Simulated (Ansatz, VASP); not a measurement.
**One calculation of HfN, two programs**

```xyz
2
Lattice="0.0000 2.2587 2.2587 2.2587 0.0000 2.2587 2.2587 2.2587 0.0000" Properties=species:S:1:pos:R:3 pbc="T T T"
Hf    0.0000    0.0000    0.0000
N     2.2587    2.2587    2.2587
```

Alike in both runs: functional PBE; dispersion D3(BJ); k mesh 11 × 11 × 11; no spin polarisation.

Ansatz relaxed the structure, and its values are those at the end. VASP's run is a single point on that final structure, the one shown.

|  | VASP | Ansatz |
| --- | --- | --- |
| version | VASP 6.6.1 | Ansatz 0.2.0 |
| potentials or method | VASP PAW PBE potentials, release 64 (Hf_pv, N) | plane waves, PAW |
| plane-wave cutoff (eV) | 520 | 420 |
| occupations | fermi-dirac, width 0.1 eV | fermi-dirac |
| valence electrons in the cell | 15 | 31 |

```tsv
	VASP	Ansatz	Ansatz less VASP
pressure (GPa)	-2.4	0.0	+2.40
```

VASP's potentials hold 15 valence electrons a cell and Ansatz's 31, so a difference there can come from the potentials and not from the codes.

Spin-orbit coupling is off throughout.
